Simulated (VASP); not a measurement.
Wanted: the native input for a VASP 6.6.1 run.

* Task: electric field gradients
* Functional: LDA
* Potentials or basis: VASP PAW LDA potentials, release 64 (Mo_sv, S)
* Cutoff: 520 eV
* k mesh: 15 × 15 × 15
* Occupations: fermi-dirac, width 0.05 eV
* Spin: no spin polarisation
* Dipole correction: no
* Further INCAR settings: ALGO = Normal; EDIFF = 1e-08; NBANDS = 20

The structure of MoS2 lies in POSCAR:

```
MoS2
1.0
    1.6131303639      0.9313412498      6.1233300000
   -1.6131303639      0.9313412498      6.1233300000
    0.0000000000     -1.8626824997      6.1233300000
Mo S
1 2
Direct
    0.0000000000      0.0000000000      0.0000000000
    0.7484000000      0.7484000000      0.7484000000
    0.5849000000      0.5849000000      0.5849000000
```

This cell differs from its parent crystal: equal xx and yy strain of +2 %.

One way to write it, as run:

INCAR

```
SYSTEM = MoS2
PREC     = Accurate       ! precision mode
ENCUT    = 520            ! plane-wave cutoff, eV
EDIFF    = 1E-8           ! SCF threshold, eV
ISMEAR   = -1             ! smearing method
SIGMA    = 0.05           ! smearing width, eV
LREAL    = .False.        ! projectors in reciprocal space
LASPH    = .True.         ! aspherical terms in the spheres
NELM     = 80             ! most SCF steps
ALGO     = Normal         ! electronic algorithm
ISIF     = 2              ! what is computed and relaxed
LWAVE    = .False.        ! write WAVECAR
LCHARG   = .False.        ! write CHGCAR
LEFG     = .True.       
NBANDS   = 20             ! bands
```

KPOINTS

```
Automatic mesh
0
Gamma
  15 15 15
  0 0 0
```

Potentials or basis: VASP PAW LDA potentials, release 64 (Mo_sv, S).

Command:

```sh
$ cat potpaw_LDA.64/Mo_sv/POTCAR potpaw_LDA.64/S/POTCAR > POTCAR
$ mpirun -np 1 vasp_std > vasp.out
```

It gave:

```json
{
  "Pressure": "-4.3 GPa",
  "Largest force": "0.403 eV/Å",
  "Band gap on the k mesh": "0.38 eV (least direct gap 1.46 eV)",
  "Largest electric field gradient by atom": "Mo -97.1; S -63.9, -62.5 V/Å²"
}
```

Caveat: the cell differs from its parent crystal (equal xx and yy strain of +2 %); the cell stands under tension; without QUAD_EFG the Cq values of the log hold for a quadrupole moment of 1 mb, not for the nuclei; an odd mesh through Γ misses points on the zone boundary, where band edges can lie.

Wall time 16 min on 1 thread of Intel(R) Xeon(R) Platinum 8488C (Sapphire Rapids) (shared host), peak memory 0.51 GiB.
